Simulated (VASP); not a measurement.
Crystal: Mn3O4.

```xyz
14
Lattice="-2.8795 2.8795 4.7300 2.8795 -2.8795 4.7300 2.8795 2.8795 -4.7300" Properties=species:S:1:pos:R:3 pbc="T T T"
Mn    0.0000    0.0000    0.0000
Mn    0.0000    2.8795    2.3650
Mn    0.0000    1.4398    5.9125
Mn    1.4398    0.0000    3.5475
Mn    2.8795    1.4398    1.1825
Mn    1.4398    2.8795   -1.1825
O     0.0000    1.2670    3.6326
O     1.6125    0.0000    1.2676
O     2.8795    1.6125   -1.0974
O     4.1465    0.0000    1.2676
O     2.8795   -1.2670    3.4624
O     1.6125    2.8795    1.0974
O     2.8795    1.2670    3.4624
O     1.2670    0.0000    5.8274
```

Base run:

```yaml
Program: VASP 6.6.1
Functional: LDA
Potentials_or_basis: VASP PAW LDA potentials, release 64 (Mn_pv, O)
Cutoff: 520 eV
k_mesh: 3 × 3 × 4
Occupations: fermi-dirac, width 0.02 eV
Spin: collinear spin, ferromagnetic start
Starting_moments: "[4.43, 4.43, 3.7, 3.7, 3.7, 3.7, 0.05, 0.05, 0.05, 0.05, 0.05, 0.05, 0.05, 0.05] μB"
Hubbard_terms: Mn d U = 3.9 eV
```

Its results: band gap on the k mesh 0.84 eV (least direct gap 1.20 eV); pressure -1.5 GPa; net moment 26.00 μB per cell; site moments Mn +4.54, +3.85 (each value once); O +0.05 μB; largest force 0.493 eV/Å.

Question: The run is repeated on the same cell with these changes: spin from collinear spin, ferromagnetic start to collinear spin, antiferromagnetic start; moments at the start from [4.43, 4.43, 3.7, 3.7, 3.7, 3.7, 0.05, 0 to [4.5, 4.5, -4.5, 4.5, -4.5, -4.5, 0.0, 0. What comes out?

Answer: Band gap on the k mesh 1.40 eV (least direct gap 1.49 eV); pressure -3.9 GPa; net moment 2.00 μB per cell; site moments Mn +4.49, -3.72, +3.80, -3.69 (each value once); O -0.02, +0.07, -0.01 (each value once) μB; largest force 0.415 eV/Å.

Caveats: an odd mesh through Γ misses points on the zone boundary, where band edges can lie; the cell stands under tension (at least some runs).
